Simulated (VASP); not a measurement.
# F (Fd-3m) in VASP: single point with PBEsol

Aim: the single point of F with PBEsol.

Everything below comes from runs of VASP 6.6.1. Logs are shortened: lines on timing, memory, paths and dates and some standing lists are left out, and cuts for length are marked.

**1. The cell of the first run**

The structure is cubic, space group Fd-3m (No. 227). Conventional cell: a = 4.800 Å, b = 4.800 Å, c = 4.800 Å, α = 90.00°, β = 90.00°, γ = 90.00°. F (site symmetry -43m) has 4 F at 2.08 Å within 2.8 Å.

**2. Single point, PBEsol**

The input, INCAR:

```
  ALGO = Normal
  EDIFF = 1E-6
  ENCUT = 520
  GGA = PS
  ISIF = 2
  ISMEAR = -1
  LASPH = T
  LCHARG = T
  LELF = T
  LREAL = F
  LVHAR = T
  LWAVE = F
  NBANDS = 14
  NELM = 60
  PREC = Accurate
  SIGMA = 0.13605693000000002
```

The input, KPOINTS:

```
k-points
0
Gamma
  10 10 10
```

The input, POSCAR:

```
F
1.0
    0.0000000000      2.4002314592      2.4002314592
    2.4002314592      0.0000000000      2.4002314592
    2.4002314592      2.4002314592      0.0000000000
F
2
Direct
    0.0000000000      0.0000000000      0.0000000000
    0.2500000000      0.2500000000      0.2500000000
```

Potentials or basis: VASP PAW PBE potentials, release 64 (F).

Command:

```bash
$ cat potpaw_PBE.64/F/POTCAR > POTCAR
$ mpirun -np 1 vasp_std > vasp.out
```

OUTCAR:

```text
EDIFF = 1E-6
   ENCUT = 520
   GGA = PS
   ISIF = 2
   ISMEAR = -1
   LASPH = T
   LREAL = F
   NELM = 60
   PREC = Accurate

 ion  position               nearest neighbor table
   1  0.000  0.000  0.000-
   2  0.250  0.250  0.250-

  LATTYP: Found a face centered cubic cell.
 ALAT       =     4.8004629184

  Lattice vectors:

 A1 = (   0.0000000000,   2.4002314592,   2.4002314592)
 A2 = (   2.4002314592,   0.0000000000,   2.4002314592)
 A3 = (   2.4002314592,   2.4002314592,   0.0000000000)

Analysis of symmetry for initial positions (statically):
=====================================================================
 Subroutine PRICEL returns:
 Original cell was already a primitive cell.

 Routine SETGRP: Setting up the symmetry group for a
 face centered cubic supercell.

 Subroutine GETGRP returns: Found 48 space group operations
 (whereof 24 operations were pure point group operations)
 out of a pool of 48 trial point group operations.

The static configuration has the point symmetry T_d .
 The point group associated with its full space group is O_h .

Analysis of symmetry for dynamics (positions and initial velocities):
=====================================================================
 Subroutine PRICEL returns:
 Original cell was already a primitive cell.

 Routine SETGRP: Setting up the symmetry group for a
 face centered cubic supercell.

 Subroutine GETGRP returns: Found 48 space group operations
 (whereof 24 operations were pure point group operations)
 out of a pool of 48 trial point group operations.

The dynamic configuration has the point symmetry T_d .
 The point group associated with its full space group is O_h .

 Subroutine INISYM returns: Found 48 space group operations
 (whereof 24 operations are pure point group operations),
 and found     1 'primitive' translations

----------------------------------------------------------------------------------------

                                     Primitive cell

  volume of cell :      27.6560

  direct lattice vectors                    reciprocal lattice vectors
     0.000000000  2.400231459  2.400231459    -0.208313243  0.208313243  0.208313243
     2.400231459  0.000000000  2.400231459     0.208313243 -0.208313243  0.208313243
     2.400231459  2.400231459  0.000000000     0.208313243  0.208313243 -0.208313243

  length of vectors
     3.394439882  3.394439882  3.394439882     0.360809121  0.360809121  0.360809121

  position of ions in fractional coordinates (direct lattice)
     0.000000000  0.000000000  0.000000000
     0.250000000  0.250000000  0.250000000

  ion indices of the primitive-cell ions
   primitive index   ion index
                 1           1
                 2           2

----------------------------------------------------------------------------------------

 KPOINTS: k-points

Automatic generation of k-mesh.
 Grid dimensions read from file:
 generate k-points for:   10   10   10

 Generating k-lattice:

  Cartesian coordinates                     Fractional coordinates (reciprocal lattice)
    -0.020831324  0.020831324  0.020831324     0.100000000  0.000000000  0.000000000
     0.020831324 -0.020831324  0.020831324     0.000000000  0.100000000  0.000000000
     0.020831324  0.020831324 -0.020831324     0.000000000  0.000000000  0.100000000

  Length of vectors
     0.036080912  0.036080912  0.036080912

  Shift w.r.t. Gamma in fractional coordinates (k-lattice)
     0.000000000  0.000000000  0.000000000

 Subroutine IBZKPT returns following result:
 ===========================================

 Found     47 irreducible k-points:

 Following reciprocal coordinates:
            Coordinates               Weight
  0.000000  0.000000  0.000000      1.000000
  0.100000  0.000000  0.000000      8.000000
  0.200000  0.000000  0.000000      8.000000
  0.300000  0.000000  0.000000      8.000000
  0.400000  0.000000  0.000000      8.000000
  0.500000  0.000000  0.000000      4.000000
[... 16 lines left out ...]
  0.300000  0.300000  0.000000      6.000000
  0.400000  0.300000  0.000000     24.000000
 [... further k-points ...]
   k-points           NKPTS =     47   k-points in BZ     NKDIM =     47   number of bands    NBANDS=     14
   number of dos      NEDOS =    301   number of ions     NIONS =      2
   total plane-waves  NPLWV =  21952
   dimension x,y,z NGX =    28 NGY =   28 NGZ =   28
   dimension x,y,z NGXF=    56 NGYF=   56 NGZF=   56
   ions per type =               2
   NGX,Y,Z   is equivalent  to a cutoff of  13.71, 13.71, 13.71 a.u.
   NGXF,Y,Z  is equivalent  to a cutoff of  27.43, 27.43, 27.43 a.u.
 SYSTEM =  unknown system
   PREC   = accura    normal or accurate (medium, high low for compatibility)
   ISTART =      0    job   : 0-new  1-cont  2-samecut
   ICHARG =      2    charge: 1-file 2-atom 10-const
   ISPIN  =      1    spin polarized calculation?
   LNONCOLLINEAR =      F non collinear calculations
   LSORBIT =      F    spin-orbit coupling
   LASPH  =      T    aspherical Exc in radial PAW
   ENCUT  =  520.0 eV  38.22 Ry    6.18 a.u.   6.31  6.31  6.31*2*pi/ulx,y,z
   NELM   =     60;   NELMIN=  2; NELMDL= -5     # of ELM steps
   EDIFF  = 0.1E-05   stopping-criterion for ELM
   LREAL  =      F    real-space projection
   EDIFFG = 0.1E-04   stopping-criterion for IOM
   NSW    =      0    number of steps for IOM
   IBRION =     -1    ionic relax: 0-MD 1-quasi-New 2-CG
   NFREE  =      0    steps in history (QN), initial steepest desc. (CG)
   ISIF   =      2    stress and relaxation
   ISYM   =      2    0-nonsym 1-usesym 2-fastsym
   POTIM  = 0.5000    time-step for ionic-motion
   TEBEG  =    0.0;   TEEND  =   0.0 temperature during run
   PSTRESS=    0.0 pullay stress
   NELECT =      14.0000    total number of electrons
   NUPDOWN=      -1.0000    fix difference up-down
   EMIN   =  10.00;   EMAX   =-10.00  energy-range for DOS
   EFERMI =   0.00;   METHOD = LEGACY
   ISMEAR =    -1;   SIGMA  =   0.14  broadening in eV -4-tet -1-fermi 0-gaus
   EFERMI_NEDOS =   21; number of points for ismear=-14 and -15
   IALGO  =     38    algorithm
   IMIX   =      4    mixing-type and parameters
     AMIX     =   0.40;   BMIX     =  1.00
     AMIX_MAG =   1.60;   BMIX_MAG =  1.00
  volume/ion in A,a.u.               =      13.83        93.32
  Fermi-wavevector in a.u.,A,eV,Ry     =   1.304731  2.465584 23.161518  1.702324
  Thomas-Fermi vector in A             =   2.435647
   LORBIT       =      0    0 simple, 1 ext, 2 COOP (PROOUT), +10 PAW based schemes
   GGA     = PS    functional components
   LHFCALC =     F    Hartree Fock is set to
   AEXX    =    0.0000 exact exchange contribution
   IVDW    =     0    specifies the selected vdW correction
   LEPSILON=     F    determine dielectric tensor
   LRPA    =     F    only Hartree local field effects (RPA)
 non-spin polarized calculation
  energy-cutoff  :      520.00
  volume of cell :       27.66
 maximum number of plane-waves:       757
 NGX is ok and might be reduce to    28
   NGX = 13   NGY = 13   NGZ = 13

 number of electron      13.9999995 magnetization

 Free energy of the ion-electron system (eV)
  ---------------------------------------------------
  ext. energy  EPLUGINS =         0.00000000
  ---------------------------------------------------
  free energy    TOTEN  =        -2.29373084 eV

  energy without entropy =       -2.01692082  energy(sigma->0) =       -2.15532583

 E-fermi :  -4.6146     XC(G=0):  -8.4438

 val. band max:       -4.6309598224   @ k =  -0.3000   0.3000   0.1000
 cond. band min:      -4.6110264487   @ k =   0.3000   0.3000   0.0000
 fundamental gap:      0.0199333737
 Fermi energy:        -4.6145721833

 k-point     1 :       0.0000    0.0000    0.0000
  band No.  band energies     occupation
      1     -26.7428      2.00000
      2     -23.6271      2.00000
      3      -7.2737      2.00000
      4      -7.2737      2.00000
      5      -7.2737      2.00000
      6      -5.3684      1.99218
      7      -5.3684      1.99218
      8      -5.3684      1.99218
      9       5.3768      0.00000
     10      19.8078      0.00000
     11      19.8078      0.00000
     12      19.8078      0.00000
     13      21.0072      0.00000
     14      21.0072      0.00000

 k-point     2 :       0.1000    0.0000    0.0000
  band No.  band energies     occupation
      1     -26.6897      2.00000
      2     -23.6898      2.00000
      3      -7.3475      2.00000
      4      -7.3325      2.00000
      5      -7.3325      2.00000
      6      -5.3469      1.99085
      7      -5.3075      1.98779
      8      -5.3075      1.98779
      9       5.6390      0.00000
     10      18.2811      0.00000
     11      18.9780      0.00000
     12      18.9780      0.00000
     13      21.3727      0.00000
     14      21.3727      0.00000

 k-point     3 :       0.2000    0.0000    0.0000
  band No.  band energies     occupation
      1     -26.5379      2.00000
      2     -23.8660      2.00000
      3      -7.5591      2.00000
      4      -7.4707      2.00000
      5      -7.4707      2.00000
      6      -5.2527      1.98180
      7      -5.1638      1.96531
      8      -5.1638      1.96531
      9       6.3548      0.00000
     10      16.1227      0.00000
     11      18.0088      0.00000
     12      18.0088      0.00000
     13      21.2732      0.00000
     14      21.7437      0.00000

 k-point     4 :       0.3000    0.0000    0.0000
  band No.  band energies     occupation
      1     -26.3175      2.00000
      2     -24.1155      2.00000
      3      -7.8379      2.00000
      4      -7.6191      2.00000
      5      -7.6191      2.00000
      6      -5.0855      1.93913
      7      -5.0098      1.89620
      8      -5.0098      1.89620
      9       7.3693      0.00000
     10      14.0831      0.00000
     11      17.3140      0.00000
     12      17.3140      0.00000
     13      21.2256      0.00000
     14      22.2576      0.00000

 k-point     5 :       0.4000    0.0000    0.0000
  band No.  band energies     occupation
      1     -26.0945      2.00000
      2     -24.3612      2.00000
      3      -8.0658      2.00000
      4      -7.7263      2.00000
      5      -7.7263      2.00000
      6      -4.9241      1.81362
      7      -4.8991      1.78009
      8      -4.8991      1.78009
      9       8.5143      0.00000
     10      12.3192      0.00000
     11      16.9088      0.00000
[... 276 lines left out ...]
 k-point    22 :      -0.2000    0.2000    0.0000
  band No.  band energies     occupation
      1     -26.2302      2.00000
      2     -24.2111      2.00000
      3      -8.1971      2.00000
      4      -7.6134      2.00000
      5      -7.3271      2.00000
      6      -5.3969      1.99365
      7      -5.0056      1.89312
      8      -4.6733      1.21240
      9       7.6492      0.00000
     10      13.9262      0.00000
     11      16.4567      0.00000
     12      16.9868      0.00000
     13      22.2467      0.00000
     14      22.3367      0.00000

 k-point    23 :       0.3000    0.3000    0.0000
  band No.  band energies     occupation
      1     -26.1331      2.00000
      2     -24.3173      2.00000
      3      -8.0338      2.00000
      4      -8.0338      2.00000
      5      -6.9106      2.00000
      6      -6.0583      1.99995
      7      -4.6110      0.98697
      8      -4.6110      0.98696
      9       7.8791      0.00000
     10      12.8290      0.00000
     11      18.1273      0.00000
     12      18.1273      0.00000
     13      19.1150      0.00000
     14      21.9059      0.00000

 k-point    24 :       0.4000    0.3000    0.0000
  band No.  band energies     occupation
      1     -25.9170      2.00000
      2     -24.5508      2.00000
      3      -8.2315      2.00000
      4      -8.1347      2.00000
      5      -6.8389      2.00000
      6      -6.1064      1.99997
      7      -4.5071      0.62436
      8      -4.4837      0.55299
      9       8.5900      0.00000
     10      12.0170      0.00000
     11      17.1168      0.00000
     12      17.8560      0.00000
     13      19.7525      0.00000
     14      21.8592      0.00000

 [... further k-points ...]
[... 5 lines left out ...]
  --------------------------------------------------------------------------------------
  -------------------------------------------------------------------------------------
  Total       -0.0994610     -0.0994610     -0.0994610      0.0000000      0.0000000      0.0000000
  in kB       -5.7620112     -5.7620112     -5.7620112      0.0000000      0.0000000      0.0000000
  external PRESSURE =      -5.7620112 kB  Pullay stress =       0.0000000 kB

 VOLUME and BASIS-vectors are now :
 -----------------------------------------------------------------------------
  energy-cutoff  :      520.00
  volume of cell :       27.66
      direct lattice vectors                 reciprocal lattice vectors
     0.000000000  2.400231459  2.400231459    -0.208313243  0.208313243  0.208313243
     2.400231459  0.000000000  2.400231459     0.208313243 -0.208313243  0.208313243
     2.400231459  2.400231459  0.000000000     0.208313243  0.208313243 -0.208313243

 POSITION                                       TOTAL-FORCE (eV/Angst)
 -----------------------------------------------------------------------------------
      0.00000      0.00000      0.00000         0.000000      0.000000      0.000000
      1.20012      1.20012      1.20012        -0.000000     -0.000000     -0.000000
 -----------------------------------------------------------------------------------
    total drift:                                0.000000      0.000000      0.000000

  FREE ENERGIE OF THE ION-ELECTRON SYSTEM (eV)
  ---------------------------------------------------
  free  energy   TOTEN  =        -2.2937308375 eV

  energy  without entropy=       -2.0169208184  energy(sigma->0) =       -2.15532583
```

Wall time 20 s (1 thread of AMD EPYC 7R13 (Zen 3), shared host); peak memory 0.12 GiB.

Results:

```yaml
Free_energy: -2.2937 eV
Pressure: -0.6 GPa
Band_gap_on_the_k_mesh: zero (band 7 reaches -4.32 eV, above the bottom of band 8 at -5.37 eV)
```

Caveat: the PAW data sets were made with another functional, which shifts forces and pressure a little.
